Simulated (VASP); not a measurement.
# Cu (Fm-3m) in VASP: further runs

Cu is run at these levels: r2SCAN+D3(BJ); tasks: single point, relaxation of volume and atoms at fixed shape.

All numbers are computed with VASP 6.6.1; they aren't measurements. Logs are shortened: lines on timing, memory, paths and dates and some standing lists are left out, and cuts for length are marked.

## (1) The cell of the first run

It takes space group Fm-3m (No. 225, cubic). Conventional cell: a = 3.553 Å, b = 3.553 Å, c = 3.553 Å, α = 90.00°, β = 90.00°, γ = 90.00°. Within 3.3 Å of Cu (site symmetry m-3m) lie 12 Cu at 2.51 Å.

## (2) Single point, r2SCAN+D3(BJ)

Input file POSCAR:

```
Cu
1.0
    2.5122488303      0.0000000000      0.0000000000
    1.2561244152      2.1756713077      0.0000000000
    1.2561244152      0.7252237692      2.0512425804
Cu
1
Direct
    0.0000000000      0.0000000000      0.0000000000
```

Input file INCAR.step1:

```
PREC = Accurate
ENCUT = 520
ISMEAR = -1
SIGMA = 0.1
LREAL = False
LASPH = True
NELM = 100
NBANDS = 12
GGA = PE
ALGO = Normal
EDIFF = 1E-4
LWAVE = True
LCHARG = False
```

Input file INCAR.step2:

```
PREC = Accurate
ENCUT = 520
EDIFF = 1E-6
ISMEAR = -1
SIGMA = 0.1
LREAL = False
LASPH = True
NELM = 100
ALGO = Normal
ISIF = 2
LWAVE = False
LCHARG = True
METAGGA = R2SCAN
LMIXTAU = True
IVDW = 12
VDW_S6 = 1.0
VDW_S8 = 0.78981345
VDW_A1 = 0.49484001
VDW_A2 = 5.73083694
LELF = True
LVHAR = True
NBANDS = 12
ISTART = 1
```

Input file KPOINTS:

```
regular mesh
0
Gamma
  8 8 8
```

Potentials or basis: VASP PAW PBE potentials, release 64 (Cu).

On the command line:

```console
$ cat potpaw_PBE.64/Cu/POTCAR > POTCAR
$ cp INCAR.step1 INCAR
$ mpirun -np 1 vasp_std > vasp.out
$ cp INCAR.step2 INCAR
$ mpirun -np 1 vasp_std > vasp.out
```

OUTCAR:

```text
PREC = Accurate
   ENCUT = 520
   EDIFF = 1E-6
   ISMEAR = -1
   LREAL = False
   LASPH = True
   NELM = 100
   ISIF = 2
   METAGGA = R2SCAN
   IVDW = 12
   ISTART = 1
 IVDW          = 12

 ion  position               nearest neighbor table
   1  0.000  0.000  0.000-

  LATTYP: Found a face centered cubic cell.
 ALAT       =     3.5528563679

  Lattice vectors:

 A1 = (   2.5122488303,   0.0000000000,   0.0000000000)
 A2 = (   1.2561244152,   2.1756713077,   0.0000000000)
 A3 = (   1.2561244152,   0.7252237692,   2.0512425804)

Analysis of symmetry for initial positions (statically):
=====================================================================
 Subroutine PRICEL returns:
 Original cell was already a primitive cell.

 Routine SETGRP: Setting up the symmetry group for a
 face centered cubic supercell.

 Subroutine GETGRP returns: Found 48 space group operations
 (whereof 48 operations were pure point group operations)
 out of a pool of 48 trial point group operations.

The static configuration has the point symmetry O_h .

Analysis of symmetry for dynamics (positions and initial velocities):
=====================================================================
 Subroutine PRICEL returns:
 Original cell was already a primitive cell.

 Routine SETGRP: Setting up the symmetry group for a
 face centered cubic supercell.

 Subroutine GETGRP returns: Found 48 space group operations
 (whereof 48 operations were pure point group operations)
 out of a pool of 48 trial point group operations.

The dynamic configuration has the point symmetry O_h .

 Subroutine INISYM returns: Found 48 space group operations
 (whereof 48 operations are pure point group operations),
 and found     1 'primitive' translations

----------------------------------------------------------------------------------------

                                     Primitive cell

  volume of cell :      11.2117

  direct lattice vectors                    reciprocal lattice vectors
     2.512248830  0.000000000  0.000000000     0.398049743 -0.229814126 -0.162503127
     1.256124415  2.175671308  0.000000000     0.000000000  0.459628252 -0.162503127
     1.256124415  0.725223769  2.051242580     0.000000000  0.000000000  0.487509381

  length of vectors
     2.512248830  2.512248830  2.512248830     0.487509381  0.487509381  0.487509381

  position of ions in fractional coordinates (direct lattice)
     0.000000000  0.000000000  0.000000000

  ion indices of the primitive-cell ions
   primitive index   ion index
                 1           1

[... 78 lines left out ...]
   ISYM   =      2    0-nonsym 1-usesym 2-fastsym
   POTIM  = 0.5000    time-step for ionic-motion
   TEBEG  =    0.0;   TEEND  =   0.0 temperature during run
   PSTRESS=    0.0 pullay stress
   NELECT =      11.0000    total number of electrons
   NUPDOWN=      -1.0000    fix difference up-down
   EMIN   =  10.00;   EMAX   =-10.00  energy-range for DOS
   EFERMI =   0.00;   METHOD = LEGACY
   ISMEAR =    -1;   SIGMA  =   0.10  broadening in eV -4-tet -1-fermi 0-gaus
   EFERMI_NEDOS =   21; number of points for ismear=-14 and -15
   IALGO  =     38    algorithm
   IMIX   =      4    mixing-type and parameters
     AMIX     =   0.40;   BMIX     =  1.00
     AMIX_MAG =   1.60;   BMIX_MAG =  1.00
  volume/ion in A,a.u.               =      11.21        75.66
  Fermi-wavevector in a.u.,A,eV,Ry     =   1.626727  3.074069 36.004302  2.646242
  Thomas-Fermi vector in A             =   2.719639
   LORBIT       =      0    0 simple, 1 ext, 2 COOP (PROOUT), +10 PAW based schemes
   METAGGA = R2SCAN    functional components
   LHFCALC =     F    Hartree Fock is set to
   AEXX    =    0.0000 exact exchange contribution
   IVDW    =    12    specifies the selected vdW correction
   LEPSILON=     F    determine dielectric tensor
   LRPA    =     F    only Hartree local field effects (RPA)
 non-spin polarized calculation
  energy-cutoff  :      520.00
  volume of cell :       11.21
 maximum number of plane-waves:       314
   NGX =  9   NGY =  9   NGZ =  9

 number of electron      11.0000013 magnetization

 Free energy of the ion-electron system (eV)
  ---------------------------------------------------
  ext. energy  EPLUGINS =         0.00000000
  ---------------------------------------------------
  free energy    TOTEN  =       -10.79654297 eV

  energy without entropy =      -10.77754752  energy(sigma->0) =      -10.78704524

 E-fermi :   8.0182     XC(G=0): -14.0988

 val. band max:        7.9118842552   @ k =   0.5000   0.2500   0.1250
 cond. band min:       8.1470077514   @ k =   0.5000   0.1250   0.0000
 fundamental gap:      0.2351234962
 Fermi energy:         8.0182431925

 k-point     1 :       0.0000    0.0000    0.0000
  band No.  band energies     occupation
      1      -2.0318      2.00000
      2       4.7489      2.00000
      3       4.7490      2.00000
      4       4.7490      2.00000
      5       5.6353      2.00000
      6       5.6353      2.00000
      7      31.8719      0.00000
      8      35.3197      0.00000
      9      35.3197      0.00000
     10      35.3200      0.00000
     11      37.7622      0.00000
     12      37.7622      0.00000
[... 331 lines left out ...]
 k-point    24 :      -0.3750    0.2500    0.1250
  band No.  band energies     occupation
      1       3.3312      2.00000
      2       4.0525      2.00000
      3       4.6530      2.00000
      4       5.2216      2.00000
      5       6.2124      2.00000
      6      10.2717      0.00000
      7      12.8204      0.00000
      8      23.2235      0.00000
      9      23.9592      0.00000
     10      33.4053      0.00000
     11      37.3038      0.00000
     12      45.2278      0.00000

 [... further k-points ...]

------------------------ aborting loop because EDIFF is reached ----------------------------------------

 Edisp (eV)   -0.28918

 E8    (eV) :    -0.0968

  FORCE on cell =-STRESS in cart. coord.  units (eV):
  Direction    XX          YY          ZZ          XY          YZ          ZX
  --------------------------------------------------------------------------------------
  -------------------------------------------------------------------------------------
  Total       0.04637     0.04637     0.04637     0.00000    -0.00000     0.00000
  in kB       6.62654     6.62654     6.62654     0.00000    -0.00000     0.00000
  external pressure =        6.63 kB  Pullay stress =        0.00 kB

 VOLUME and BASIS-vectors are now :
 -----------------------------------------------------------------------------
  energy-cutoff  :      520.00
  volume of cell :       11.21
      direct lattice vectors                 reciprocal lattice vectors
     2.512248830  0.000000000  0.000000000     0.398049743 -0.229814126 -0.162503127
     1.256124415  2.175671308  0.000000000     0.000000000  0.459628252 -0.162503127
     1.256124415  0.725223769  2.051242580     0.000000000  0.000000000  0.487509381

 POSITION                                       TOTAL-FORCE (eV/Angst)
 -----------------------------------------------------------------------------------
      0.00000      0.00000      0.00000        -0.000000     -0.000000      0.000000
 -----------------------------------------------------------------------------------
    total drift:                               -0.000000     -0.000000     -0.000000

  FREE ENERGIE OF THE ION-ELECTRON SYSTEM (eV)
  ---------------------------------------------------
  free  energy   TOTEN  =       -11.0857199950 eV

  energy  without entropy=      -11.0667245499  energy(sigma->0) =      -11.07622227
```

OUTCAR.step1:

```text
PREC = Accurate
   ENCUT = 520
   ISMEAR = -1
   LREAL = False
   LASPH = True
   NELM = 100
[... 574 lines left out ...]
 POSITION                                       TOTAL-FORCE (eV/Angst)
 -----------------------------------------------------------------------------------
      0.00000      0.00000      0.00000         0.000000      0.000000      0.000000
 -----------------------------------------------------------------------------------
    total drift:                               -0.000000     -0.000000     -0.000000

  FREE ENERGIE OF THE ION-ELECTRON SYSTEM (eV)
  ---------------------------------------------------
  free  energy   TOTEN  =        -3.6770653458 eV

  energy  without entropy=       -3.6573995907  energy(sigma->0) =       -3.66723247
```

OSZICAR.step1:

```text
N       E                     dE             d eps       ncg     rms          rms(c)
DAV:   1     0.450568165320E+02    0.45057E+02   -0.53641E+03   772   0.157E+03
DAV:   2    -0.304511918421E+01   -0.48102E+02   -0.43978E+02   716   0.213E+02
DAV:   3    -0.459922126699E+01   -0.15541E+01   -0.15397E+01   820   0.438E+01
DAV:   4    -0.460840314853E+01   -0.91819E-02   -0.91797E-02   796   0.297E+00
DAV:   5    -0.460847763306E+01   -0.74485E-04   -0.74484E-04   836   0.279E-01    0.780E+00
DAV:   6    -0.403272818488E+01    0.57575E+00   -0.13855E+01   820   0.716E+01    0.370E+00
DAV:   7    -0.369165542079E+01    0.34107E+00   -0.21489E+00   820   0.279E+01    0.647E-01
DAV:   8    -0.367830174996E+01    0.13354E-01   -0.44327E-03   892   0.752E-01    0.266E-01
DAV:   9    -0.367706207036E+01    0.12397E-02   -0.72128E-03   864   0.148E+00    0.283E-02
DAV:  10    -0.367706534584E+01   -0.32755E-05   -0.30480E-05   420   0.102E-01
   1 F= -.36770653E+01 E0= -.36672325E+01  d E =-.196658E-01
```

It took 16 s on 1 thread of AMD EPYC 9R45 (Zen 5), shared host; peak memory 0.11 GiB.

Results:

```yaml
Free_energy: -11.0857 eV
Pressure: 0.7 GPa
Band_gap_on_the_k_mesh: zero (an odd number of electrons rules out a gap without spin polarisation)
Dispersion_energy_per_atom: -0.289 eV
```

Levels at points of the mesh, in eV from the Fermi level:
```
           k point  band 4  band 5  band 6  band 7  band 8  band 9
(0.00, 0.00, 0.00)   -3.27   -2.38   -2.38   23.85   27.30   27.30
(0.50, 0.00, 0.00)   -1.75   -1.75   -1.17    4.29   22.33   24.03
(0.50, 0.50, 0.00)   -1.58   -1.58    1.59    7.84   14.23   14.23
```

Caveat: the k points lie up to 0.38 Å⁻¹ apart, too coarse for converged energies and pressures of a metal; the PAW data sets were made with another functional, which shifts forces and pressure a little.

## (3) Relaxation of volume and atoms at fixed shape, r2SCAN+D3(BJ)

This run uses another cell than the first one, of 11.81 Å³/atom.

Input file POSCAR:

```
Cu
1.0
    2.5561910000      0.0000000000      0.0000000000
    1.2780955000      2.2137263429      0.0000000000
    1.2780955000      0.7379087810      2.0871212117
Cu
1
Direct
    0.0000000000      0.0000000000      0.0000000000
```

Input file INCAR.step1:

```
ALGO = Normal
EDIFF = 1E-4
ENCUT = 600
GGA = PE
ISMEAR = -1
LASPH = T
LCHARG = F
LREAL = F
LWAVE = T
NELM = 100
PREC = Accurate
SIGMA = 0.1
```

Input file INCAR.step2:

```
ALGO = Normal
EDIFF = 1E-6
EDIFFG = -0.02
ENCUT = 600
IBRION = 2
ISIF = 8
ISMEAR = -1
ISTART = 1
IVDW = 12
LASPH = T
LCHARG = F
LMIXTAU = T
LREAL = F
LWAVE = F
METAGGA = R2SCAN
NELM = 100
NSW = 80
PREC = Accurate
SIGMA = 0.1
VDW_A1 = 0.49484001
VDW_A2 = 5.73083694
VDW_S6 = 1.0
VDW_S8 = 0.78981345
```

Input file KPOINTS:

```
k-points
0
Gamma
  8 8 8
```

Potentials or basis: VASP PAW PBE potentials, release 64 (Cu).

On the command line:

```console
$ cat potpaw_PBE.64/Cu/POTCAR > POTCAR
$ cp INCAR.step1 INCAR
$ mpirun -np 1 vasp_std > vasp.out
$ cp INCAR.step2 INCAR
$ mpirun -np 1 vasp_std > vasp.out
```

OUTCAR:

```text
EDIFF = 1E-6
   EDIFFG = -0.02
   ENCUT = 600
   IBRION = 2
   ISIF = 8
   ISMEAR = -1
   ISTART = 1
   IVDW = 12
   LASPH = T
   LREAL = F
   METAGGA = R2SCAN
   NELM = 100
   NSW = 80
   PREC = Accurate
 IVDW          = 12

 ion  position               nearest neighbor table
   1  0.000  0.000  0.000-

  LATTYP: Found a face centered cubic cell.
 ALAT       =     3.6149999802

  Lattice vectors:

 A1 = (   2.5561910000,   0.0000000000,   0.0000000000)
 A2 = (   1.2780955000,   2.2137263429,   0.0000000000)
 A3 = (   1.2780955000,   0.7379087810,   2.0871212117)

Analysis of symmetry for initial positions (statically):
=====================================================================
 Subroutine PRICEL returns:
 Original cell was already a primitive cell.

 Routine SETGRP: Setting up the symmetry group for a
 face centered cubic supercell.

 Subroutine GETGRP returns: Found 48 space group operations
 (whereof 48 operations were pure point group operations)
 out of a pool of 48 trial point group operations.

The static configuration has the point symmetry O_h .

Analysis of symmetry for dynamics (positions and initial velocities):
=====================================================================
 Subroutine PRICEL returns:
 Original cell was already a primitive cell.

 Routine SETGRP: Setting up the symmetry group for a
 face centered cubic supercell.

[... 143 lines left out ...]

 Free energy of the ion-electron system (eV)
  ---------------------------------------------------
  ext. energy  EPLUGINS =         0.00000000
  ---------------------------------------------------
  free energy    TOTEN  =       -10.79902449 eV

  energy without entropy =      -10.78098734  energy(sigma->0) =      -10.79000592

------------------------ aborting loop because EDIFF is reached ----------------------------------------

 Edisp (eV)   -0.27438

 E8    (eV) :    -0.0919
[... 69 lines left out ...]
--------------------------------------- Ionic step        3  -------------------------------------------

 number of electron      11.0000013 magnetization

 Free energy of the ion-electron system (eV)
  ---------------------------------------------------
  ext. energy  EPLUGINS =         0.00000000
  ---------------------------------------------------
  free energy    TOTEN  =       -10.79859063 eV

  energy without entropy =      -10.77967717  energy(sigma->0) =      -10.78913390

 E-fermi :   7.9611     XC(G=0): -14.0693

 val. band max:        7.8537294546   @ k =   0.5000   0.2500   0.1250
 cond. band min:       8.0927653597   @ k =   0.5000   0.1250  -0.0000
 fundamental gap:      0.2390359050
 Fermi energy:         7.9611391599

 k-point     1 :       0.0000    0.0000    0.0000
  band No.  band energies     occupation
      1      -2.0525      2.00000
      2       4.7072      2.00000
      3       4.7073      2.00000
      4       4.7073      2.00000
      5       5.5874      2.00000
      6       5.5874      2.00000
      7      31.7796      0.00000
      8      35.1934      0.00000
      9      35.1936      0.00000
[... 265 lines left out ...]
 k-point    24 :      -0.3750    0.2500    0.1250
  band No.  band energies     occupation
      1       3.2979      2.00000
      2       4.0165      2.00000
      3       4.6128      2.00000
      4       5.1770      2.00000
      5       6.1610      2.00000
      6      10.2114      0.00000
      7      12.7419      0.00000
      8      23.1312      0.00000
      9      23.8523      0.00000

 [... further k-points ...]

------------------------ aborting loop because EDIFF is reached ----------------------------------------

 Edisp (eV)   -0.28792

 E8    (eV) :    -0.0964
[... 24 lines left out ...]
  FREE ENERGIE OF THE ION-ELECTRON SYSTEM (eV)
  ---------------------------------------------------
  free  energy   TOTEN  =       -11.0865155300 eV

  energy  without entropy=      -11.0676020709  energy(sigma->0) =      -11.07705880

 reached required accuracy - stopping structural energy minimisation
```

Run time: 32 s. Hardware: 1 thread of AMD EPYC 9R45 (Zen 5), shared host; peak memory 0.11 GiB.

What came out:

```
Free energy                           : -11.0865 eV
Relaxed volume                        : 11.26 Å³/atom
Relaxed cell                          : a = 2.516 Å, b = 2.516 Å, c = 2.516 Å, α = 60.00°, β = 60.00°, γ = 60.00°
Space group after relaxing (to 0.1 Å) : Fm-3m (No. 225)
Energy gained by relaxing             : 13.1 meV/atom
Ionic steps                           : 3
Pressure after relaxing               : 0.0 GPa
Band gap on the k mesh                : zero (an odd number of electrons rules out a gap without spin polarisation)
Dispersion energy per atom            : -0.288 eV
```

The path:
| step | energy change (eV) | largest force (eV/Å) | pressure (GPa) | volume (Å³) |
| --- | --- | --- | --- | --- |
| 1 | 0.0000 | 0.0000 | -7.30 | 11.81 |
| 2 | -0.0073 | 0.0000 | 5.49 | 10.91 |
| 3 | -0.0131 | 0.0000 | -0.01 | 11.26 |

Final structure:
```cif
data_structure
_symmetry_space_group_name_H-M 'P 1'
_symmetry_Int_Tables_number 1
_cell_length_a 2.5159
_cell_length_b 2.5159
_cell_length_c 2.5159
_cell_angle_alpha 60.000
_cell_angle_beta 60.000
_cell_angle_gamma 60.000
_cell_volume 11.26
loop_
_atom_site_label
_atom_site_type_symbol
_atom_site_fract_x
_atom_site_fract_y
_atom_site_fract_z
_atom_site_occupancy
Cu1 Cu 0.00000 0.00000 0.00000 1
```

Caveat: the k points lie up to 0.38 Å⁻¹ apart in the final cell, too coarse for converged energies and pressures of a metal; the PAW data sets were made with another functional, which shifts forces and pressure a little.

The gap in the log of VASP goes by the Fermi energy; the results here count the filled bands.